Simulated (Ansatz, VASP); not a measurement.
**Two plane-wave programs on WC**

POSCAR

```
WC
1.0
    2.9118677777      0.0000000000      0.0000000000
   -1.4559338889      2.5217514680      0.0000000000
    0.0000000000      0.0000000000      2.8369414953
W C
1 1
Direct
    0.0000000000      0.0000000000      0.0000000000
    0.6666666667      0.3333333333      0.5000000000
```

File INCAR.step1:

```
PREC = Accurate
ENCUT = 1430
ISMEAR = -5
SIGMA = 0.1
LREAL = False
LASPH = True
NELM = 120
NBANDS = 16
GGA = PE
ALGO = Normal
EDIFF = 1E-5
LWAVE = True
LCHARG = False
GGA_COMPAT = False
```

File INCAR.step2:

```
PREC = Accurate
ENCUT = 1430
EDIFF = 1E-6
ISMEAR = -5
SIGMA = 0.1
LREAL = False
LASPH = True
NELM = 120
ALGO = Normal
ISIF = 2
LWAVE = False
LCHARG = False
METAGGA = R2SCAN
LMIXTAU = True
NBANDS = 16
ISTART = 1
GGA_COMPAT = False
```

Contents of KPOINTS:

```
Automatic mesh
0
Gamma
  14 14 12
```

Input for Ansatz:

```yaml
crystal:
  lattice:
    - [2.911867777729, 2.886758689771e-11, 0.0]
    - [-1.45593388889, 2.52175146796, 0.0]
    - [0.0, 0.0, 2.8369414953]
  atoms:
    - { symbol: W, position: [-3.700743415525e-17, 0.0, 0.0] }
    - { symbol: C, position: [0.6666666666667, 0.3333333333333, 0.5] }
basis:
  ecutwfc: 500
  ecutrho_ratio: 4
kpoints:
  mp_grid: { grid: [14, 14, 12] }
hamiltonian:
  xc: r2scan
scf:
  occupations: { method: tetrahedron }
  initial_density: { chi_scale: 0.3 }
output:
  forces: true
  stress: true
```

Alike in both runs: task single point; functional r2SCAN; k mesh 14 × 14 × 12; occupations tetrahedron; no spin polarisation.

|  | VASP | Ansatz |
| --- | --- | --- |
| version | VASP 6.6.1 | Ansatz 0.2.0 |
| potentials or method | VASP PAW PBE potentials, release 64 (W_sv, C_h), cutoff 1430 eV | scalar-relativistic, plane waves, PAW |
| valence electrons in the cell | 18 | 18 |

|  | VASP | Ansatz | Ansatz less VASP |
| --- | --- | --- | --- |
| gap on the k mesh at the Fermi level (eV) | none | none | - |
| pressure (GPa) | 1.9 | 0.0 | -1.88 |
| traceless stress, the component that is largest in VASP (GPa) | 0.09 | -0.05 | -0.141 |

VASP's potentials were made for PBE, not for r2SCAN. A gap of «none» marks a metal or a gap that the smearing closes. Ansatz's warnings: band table not solved further, tetrahedron derivatives may miss energy slope.

Neither program's run includes spin-orbit coupling.
